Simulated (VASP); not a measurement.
# PdPt (R-3m) in VASP: further runs, part 2 of 2

VASP 6.6.1. The steps go on from the part before.

## Step 3: Electric field gradients, LDA (15.12 Å³/atom)

INCAR

```
PREC = Accurate ; ENCUT = 520
EDIFF = 1E-8 ; ISMEAR = -1
SIGMA = 0.05 ; LREAL = False
LASPH = True ; NELM = 80
ALGO = Normal ; ISIF = 2
LWAVE = False ; LCHARG = False
LEFG = True ; NBANDS = 17
```

KPOINTS

```
regular mesh
0
Gamma
  15 15 15
```

POSCAR

```
PdPt
1.0
    1.3841154119      0.7991194057      4.5556623728
   -1.3841154119      0.7991194057      4.5556623728
    0.0000000000     -1.5982388113      4.5556623728
Pd Pt
1 1
Direct
    0.0000000000      0.0000000000      0.0000000000
    0.5000000000      0.5000000000      0.5000000000
```

Potentials or basis: VASP PAW LDA potentials, release 64 (Pd, Pt).

The run is started by

```console
$ cat potpaw_LDA.64/Pd/POTCAR potpaw_LDA.64/Pt/POTCAR > POTCAR
$ mpirun -np 1 vasp_std > vasp.out
```

OUTCAR:

```text
PREC = Accurate
   ENCUT = 520
   EDIFF = 1E-8
   ISMEAR = -1
   LREAL = False
   LASPH = True
   NELM = 80
   ISIF = 2

 ion  position               nearest neighbor table
   1  0.000  0.000  0.000-   2 2.78   2 2.78   2 2.78   2 2.78   2 2.78   2 2.78
   2  0.500  0.500  0.500-   1 2.78   1 2.78   1 2.78   1 2.78   1 2.78   1 2.78

  LATTYP: Found a trigonal (rhomboedric) cell.
 ALAT       =     4.8278801718
 COS(alpha) =     0.8356152067

  Lattice vectors:

 A1 = (   1.3841154119,   0.7991194057,   4.5556623728)
 A2 = (  -1.3841154119,   0.7991194057,   4.5556623728)
 A3 = (   0.0000000000,  -1.5982388113,   4.5556623728)

Analysis of symmetry for initial positions (statically):
=====================================================================
 Subroutine PRICEL returns:
 Original cell was already a primitive cell.

 Routine SETGRP: Setting up the symmetry group for a
 trigonal (rhombohedral) supercell.

 Subroutine GETGRP returns: Found 12 space group operations
 (whereof 12 operations were pure point group operations)
[... 668 lines left out ...]
    -1.384115412  0.799119406  4.555662373    -0.361241552  0.208562907  0.073169016
     0.000000000 -1.598238811  4.555662373     0.000000000 -0.417125815  0.073169016

 POSITION                                       TOTAL-FORCE (eV/Angst)
 -----------------------------------------------------------------------------------
      0.00000      0.00000      0.00000         0.000000     -0.000000      0.000000
      0.00000      0.00000      6.83349         0.000000      0.000000     -0.000000
 -----------------------------------------------------------------------------------
    total drift:                                0.000000     -0.000000      0.000000

  FREE ENERGIE OF THE ION-ELECTRON SYSTEM (eV)
  ---------------------------------------------------
  free  energy   TOTEN  =       -14.0557019762 eV

  energy  without entropy=      -14.0234005450  energy(sigma->0) =      -14.03955126

 Electric field gradients (V/A^2)
---------------------------------------------------------------------
 ion       V_xx      V_yy      V_zz      V_xy      V_xz      V_yz
---------------------------------------------------------------------
   1      -1.565    -1.565     3.129    -0.000    -0.000    -0.000
   2      -6.655    -6.655    13.309    -0.000     0.000    -0.000
---------------------------------------------------------------------

 Electric field gradients after diagonalization (V/A^2)
 (convention: |V_zz| > |V_xx| > |V_yy|)
----------------------------------------------------------------------
 ion       V_xx      V_yy      V_zz     asymmetry (V_yy - V_xx)/ V_zz
----------------------------------------------------------------------
   1      -1.565    -1.565     3.129       0.000
   2      -6.655    -6.655    13.309       0.000
----------------------------------------------------------------------

           NMR quadrupolar parameters

 Cq : quadrupolar parameter    Cq=e*Q*V_zz/h
 eta: asymmetry parameters     (V_yy - V_xx)/ V_zz
 Q  : nuclear electric quadrupole moment in mb (millibarn)
----------------------------------------------------------------------
 ion       Cq(MHz)       eta       Q (mb)
----------------------------------------------------------------------
   1       0.008       0.000       1.000
   2       0.032       0.000       1.000
----------------------------------------------------------------------
```

OSZICAR:

```text
N       E                     dE             d eps       ncg     rms          rms(c)
DAV:   1     0.105675623277E+03    0.10568E+03   -0.99824E+03 11696   0.112E+03
DAV:   2    -0.130753001681E+02   -0.11875E+03   -0.11252E+03 12678   0.253E+02
DAV:   3    -0.150183955429E+02   -0.19431E+01   -0.19229E+01 14192   0.341E+01
DAV:   4    -0.150312805057E+02   -0.12885E-01   -0.12883E-01 13607   0.283E+00
DAV:   5    -0.150314658466E+02   -0.18534E-03   -0.18534E-03 13932   0.333E-01    0.144E+01
DAV:   6    -0.146999303325E+02    0.33154E+00   -0.75822E+00 12264   0.216E+01    0.118E+01
DAV:   7    -0.143036025565E+02    0.39633E+00   -0.63793E+00 12061   0.213E+01    0.636E+00
DAV:   8    -0.140623637967E+02    0.24124E+00   -0.52923E-01 12043   0.854E+00    0.201E+00
DAV:   9    -0.140595754640E+02    0.27883E-02   -0.54891E-02 13919   0.200E+00    0.771E-01
DAV:  10    -0.140559186504E+02    0.36568E-02   -0.24715E-02 12466   0.139E+00    0.164E-01
DAV:  11    -0.140557072200E+02    0.21143E-03   -0.11810E-03 12558   0.297E-01    0.410E-02
DAV:  12    -0.140557023385E+02    0.48815E-05   -0.38028E-05 13551   0.581E-02    0.106E-02
DAV:  13    -0.140557024702E+02   -0.13176E-06   -0.64811E-06 14098   0.247E-02    0.735E-03
DAV:  14    -0.140557020016E+02    0.46868E-06   -0.26875E-06 12463   0.139E-02    0.154E-03
DAV:  15    -0.140557019804E+02    0.21165E-07   -0.58346E-08 12907   0.209E-03    0.608E-04
DAV:  16    -0.140557019762E+02    0.42321E-08   -0.23698E-08  8538   0.113E-03
   1 F= -.14055702E+02 E0= -.14039551E+02  d E =-.323014E-01
```

Wall time 9.2 min (1 thread of Intel Xeon 8259CL, shared host); peak memory 0.33 GiB.

What came out:

```yaml
Free_energy: -14.0557 eV
Pressure: -10.7 GPa
Band_gap_on_the_k_mesh: zero (bands 10 and 11 overlap by 1.48 eV)
Largest_electric_field_gradient_by_atom: Pd +3.1; Pt +13.3 V/Å²
```

Electric field gradients, principal values (V/Å²):
| atom | least | middle | greatest (by size) |
| --- | --- | --- | --- |
| 1 Pd | -1.565 | -1.565 | 3.129 |
| 2 Pt | -6.655 | -6.655 | 13.309 |

Caveat: the cell stands under tension; without QUAD_EFG the Cq values of the log hold for a quadrupole moment of 1 mb, not for the nuclei; spin-orbit coupling is left out, which moves the levels of the heavy elements.
